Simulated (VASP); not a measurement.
**ZrAl3B3N: single point with PBE**

The system is ZrAl3B3N.

```
Zr Al B N
1.0
     4.52851    0.00000    0.00000
     0.00000    4.52851    0.00000
     0.00000    0.00000    4.66575
Zr Al B N
1 3 3 1
Direct
  0.50000 0.50000 0.45853
  0.50000 0.00000 0.96916
  0.00000 0.50000 0.96916
  0.00000 0.00000 0.53386
  0.50000 0.00000 0.46240
  0.00000 0.50000 0.46240
  0.50000 0.50000 0.96097
  0.00000 0.00000 0.94525
```

```
Program             : VASP 6.6.1
Task                : single point
Functional          : PBE
Potentials or basis : VASP PAW PBE potentials, release 64 (Zr_sv, Al, B, N)
Cutoff              : 520 eV
k mesh              : 3 × 3 × 3
Occupations         : gaussian, width 0.15 eV
Spin                : no spin polarisation
```

- Pressure: -0.1 GPa
- Largest force: 0.008 eV/Å

Forces in eV/Å, atoms in the order of the input:
```
Zr   0.000  0.000 -0.002
Al   0.000  0.000 -0.001
Al   0.000  0.000 -0.001
Al   0.000  0.000 -0.006
B    0.000  0.000 -0.001
B    0.000  0.000 -0.001
B    0.000  0.000  0.008
N    0.000  0.000  0.003
```

Levels at points of the mesh, in eV from the Fermi level:
```csv
k point,band 15,band 16,band 17,band 18,band 19,band 20
"(0.00, 0.00, 0.00)",-0.51,-0.44,-0.44,0.80,0.80,0.84
```

Wall time 20 s on 1 thread of Intel(R) Xeon(R) Platinum 8259CL CPU @ 2.50GHz (Skylake/Cascade Lake), on a shared host, peak memory 0.21 GiB.

Caveat: the k points lie up to 0.46 Å⁻¹ apart.
